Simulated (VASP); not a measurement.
A run of VASP 6.6.1 is set up as follows.

Contents of INCAR:

```
ALGO = Normal
EDIFF = 1E-6
ENCUT = 910
GGA = PE
GGA_COMPAT = F
ISIF = 2
ISMEAR = -1
IVDW = 12
LASPH = T
LCHARG = F
LREAL = Auto
LWAVE = F
NBANDS = 49
NELM = 120
PREC = Accurate
SIGMA = 0.02
```

The input KPOINTS:

```
k-points
0
Gamma
  1 1 1
```

The input POSCAR:

```
H12SO8
1.0
    6.5374560000      0.0000000000      0.0000000000
    0.0000000000      6.5374560000      0.0000000000
    0.0000000000      0.0000000000      6.5374560000
O H S
8 12 1
Direct
    0.9347366927      0.4623969936      0.3295930405
    0.6530216035      0.6490139284      1.0227984708
    0.6124553649     -0.0595797509      0.5320265253
    0.8463689851      0.0786085597      0.9372759067
    0.3518952938      0.6276600561      0.4381520885
    0.6914157434      0.3786488200      0.7046318935
    0.1681846884      0.3980906334      0.9079984630
    0.2278256251      0.1901045300      0.5965929254
    1.0661486670      0.5058236721      0.3842932174
    0.9733908725      0.3692414909      0.2261430134
    0.7312630479      0.5907190809      1.1405659939
    0.5174948787      0.6073310474      1.0542786062
    0.7091290557     -0.0487192572      0.4201634397
    0.5292119748      0.0660807507      0.5178619940
    0.7646552420      0.1720241023      0.8538948484
    0.7982462903     -0.0558780051      0.9135051922
    0.4250277172      0.5184891493      0.5074909873
    0.4190162045      0.7473549344      0.5012041381
    0.6875151435      0.5043858039      0.7876458365
    0.7928466364      0.4115974165      0.6059237722
    0.1960242639      0.1971256097      0.8171833202
```

Potentials or basis: VASP PAW PBE potentials, release 64 (O_h, H_h, S).

Command:

```bash
$ cat potpaw_PBE.64/O_h/POTCAR potpaw_PBE.64/H_h/POTCAR potpaw_PBE.64/S/POTCAR > POTCAR
$ mpirun -np 1 vasp_gam > vasp.out
```

(1) What does it give for the pressure?

(2) What does it give for the band gap on the k mesh?

Results:

(1) 0.2 GPa.

(2) 3.05 eV.

Caveat: the k points lie up to 0.96 Å⁻¹ apart; the cutoff is under 1.25 times the usual one of these potentials, so pressure, stress and relaxed cells hold a basis-set (Pulay) error.
